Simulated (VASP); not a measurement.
Runs of VASP 6.6.1 on K. The structure is that of space group Fm-3m (No. 225), or close to it. The cells are those of the table. This isn't the form of K at room conditions, which is bcc.

```csv
task,spin,cell,k mesh,cutoff (eV),gap on the mesh (eV),pressure (GPa)
single point,off,"a = 4.715 Å, angles 60.0°, 1 atom",13 × 13 × 13,520,none,0.0
single point,off,"a = 4.838 Å, angles 60.0°, 1 atom",9 × 9 × 9,520,none,(a)
single point,off,"a = 4.651 Å, angles 60.0°, 1 atom",9 × 9 × 9,520,none,0.1
single point,"non-collinear, zero start, SOC","a = 4.715 Å, angles 60.0°, 1 atom",8 × 8 × 8,520,-,0.0
single point,off,"a = 4.586 Å, angles 60.0°, 1 atom",9 × 9 × 9,520,none,0.3
single point,off,"a = 4.715 Å, angles 60.0°, 1 atom",8 × 8 × 8,520,none,0.0
single point,off,"a = 4.715 Å, angles 60.0°, 1 atom",9 × 9 × 9,520,none,0.0
relaxation of cell and atoms,off,"relaxed from a = 4.655 Å, angles 60.0°, 1 atom",8 × 8 × 8,600,none,0.0
single point,off,"a = 4.519 Å, angles 60.0°, 1 atom",9 × 9 × 9,520,none,(b)
single point,off,"a = 4.777 Å, angles 60.0°, 1 atom",9 × 9 × 9,520,none,-0.1
single point,off,"a = 4.897 Å, angles 60.0°, 1 atom",9 × 9 × 9,520,none,-0.3
```

Alike in all rows: level PBE; potentials or basis VASP PAW PBE potentials, release 64 (K_sv); smearing fermi-dirac 0.1 eV.

Task: Estimate the missing entries.

Result: (a) -0.2; (b) 0.6.

A gap of «none» marks levels without a gap at the run's occupations.
